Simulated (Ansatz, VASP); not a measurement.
# Two plane-wave programs on GaAs

```xyz
2
Lattice="0.0000 2.8015 2.8015 2.8015 0.0000 2.8015 2.8015 2.8015 0.0000" Properties=species:S:1:pos:R:3 pbc="T T T"
Ga    0.0000    0.0000    0.0000
As    1.4008    1.4008    1.4008
```

Alike in both runs: functional LDA; k mesh 10 × 10 × 10; occupations fermi-dirac, width 0.02 eV; no spin polarisation.

Ansatz relaxed the structure, and its values are those at the end. VASP's run is a single point on that final structure, the one shown.

```csv
,VASP,Ansatz
version,VASP 6.6.1,Ansatz 0.2.0
potentials or method,"VASP PAW LDA potentials, release 64 (Ga_d, As)","PAW with Ansatz's default frozen-core files, scalar-relativistic"
plane-wave cutoff (eV),520,420
valence electrons in the cell,18,28
```

|  | VASP | Ansatz | Ansatz less VASP |
| --- | --- | --- | --- |
| pressure (GPa) | 0.3 | 0.0 | -0.32 |

LDA's correlation is that of Perdew and Zunger in VASP and of Perdew and Wang (1992) in Ansatz. VASP's potentials hold 18 valence electrons a cell and Ansatz's 28, so a difference there can come from the potentials and not from the codes.
